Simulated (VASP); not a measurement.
Input of a VASP 6.6.1 run:

POSCAR

```
ScAl
1.0
    3.4209042045      0.0000000000      0.0000000000
    0.0000000000      3.4209042045      0.0000000000
    0.0000000000      0.0000000000      3.4209042045
Sc Al
1 1
Direct
    0.5000000000      0.5000000000      0.5000000000
    0.0000000000      0.0000000000      0.0000000000
```

File INCAR.step1:

```
SYSTEM = ScAl
  ALGO = Normal
  EDIFF = 1E-4
  ENCUT = 520
  GGA = PE
  ISMEAR = 0
  LASPH = .True.
  LCHARG = .False.
  LREAL = .False.
  LWAVE = .True.
  NBANDS = 14
  NELM = 60
  PREC = Accurate
  SIGMA = 0.15
```

Contents of INCAR.step2:

```
SYSTEM = ScAl
  ALGO = Normal
  EDIFF = 1E-6
  ENCUT = 520
  ISIF = 2
  ISMEAR = 0
  ISTART = 1
  LASPH = .True.
  LCHARG = .False.
  LMIXTAU = .True.
  LREAL = .False.
  LWAVE = .False.
  METAGGA = R2SCAN
  NBANDS = 14
  NELM = 60
  PREC = Accurate
  SIGMA = 0.15
```

File KPOINTS:

```
k-points
0
Gamma
  14 14 14
  0 0 0
```

Potentials or basis: VASP PAW PBE potentials, release 64 (Sc_sv, Al).

Command:

```bash
$ cat potpaw_PBE.64/Sc_sv/POTCAR potpaw_PBE.64/Al/POTCAR > POTCAR
$ cp INCAR.step1 INCAR
$ mpirun -np 1 vasp_std > vasp.out
$ cp INCAR.step2 INCAR
$ mpirun -np 1 vasp_std > vasp.out
```

Task: What does it give for the pressure?

Result: -3.2 GPa.

Task: Predict the band gap on the k mesh.

Result: Zero (bands 7 and 8 overlap by 1.24 eV).

Caveat: the cell differs from its parent crystal (strain +0.015 along x and y, +0.015 along z); the cell stands under tension; the PAW data sets were made with another functional, which shifts forces and pressure a little.
